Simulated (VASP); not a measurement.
SrO: relaxation of cell and atoms with PBE

Crystal: SrO.

```
Sr O
1.0
     0.00000    2.56630    2.56630
     2.56630    0.00000    2.56630
     2.56630    2.56630    0.00000
Sr O
1 1
Direct
  0.50000 0.50000 0.50000
  0.00000 0.00000 0.00000
```

- Program: VASP 6.6.1
- Task: relaxation of cell and atoms
- Functional: PBE
- Potentials or basis: VASP PAW PBE potentials, release 64 (Sr_sv, O)
- Cutoff: 600 eV
- k mesh: 9 × 9 × 9
- Occupations: fermi-dirac, width 0.05 eV
- Spin: no spin polarisation
- Dipole correction: no
- Further INCAR settings: ALGO = Normal; EDIFF = 1e-06; IBRION = 2; EDIFFG = -0.02; NSW = 80; ISIF = 3

```json
{"Relaxed volume": "17.62 Å³/atom", "Relaxed cell": "a = 3.680 Å, b = 3.680 Å, c = 3.680 Å, α = 60.00°, β = 60.00°, γ = 60.00°", "Space group after relaxing (to 0.05 Å)": "Fm-3m (No. 225)", "Energy gained by relaxing": "8.2 meV/atom", "Ionic steps": "3", "Pressure after relaxing": "0.0 GPa", "Band gap on the k mesh": "3.34 eV, indirect (least direct gap 3.46 eV)"}
```

Step by step:
```csv
step,energy change (eV),largest force (eV/Å),pressure (GPa),volume (Å³)
1,0.0000,0.0000,3.83,33.80
2,-0.0140,0.0000,-1.33,35.82
3,-0.0164,0.0000,0.01,35.23
```

Final structure:
```
Sr O
1.0
     0.00000    2.60196    2.60196
     2.60196    0.00000    2.60196
     2.60196    2.60196    0.00000
Sr O
1 1
Direct
  0.50000 0.50000 0.50000
  0.00000 0.00000 0.00000
```

Levels at points of the mesh, in eV from the valence-band top:
```csv
k point,band 4,band 5,band 6,band 7,band 8,band 9,band 10,band 11,band 12
"(0.00, 0.00, 0.00)",-14.19,-14.19,0.00,0.00,0.00,3.73,6.13,6.13,6.13
```

Wall time 30 s on 1 thread of Intel(R) Xeon(R) Platinum 8488C (Sapphire Rapids), on a shared host, peak memory 0.18 GiB.

A k mesh can miss the band edges. PBE usually gives volumes a little too large and moduli too small.
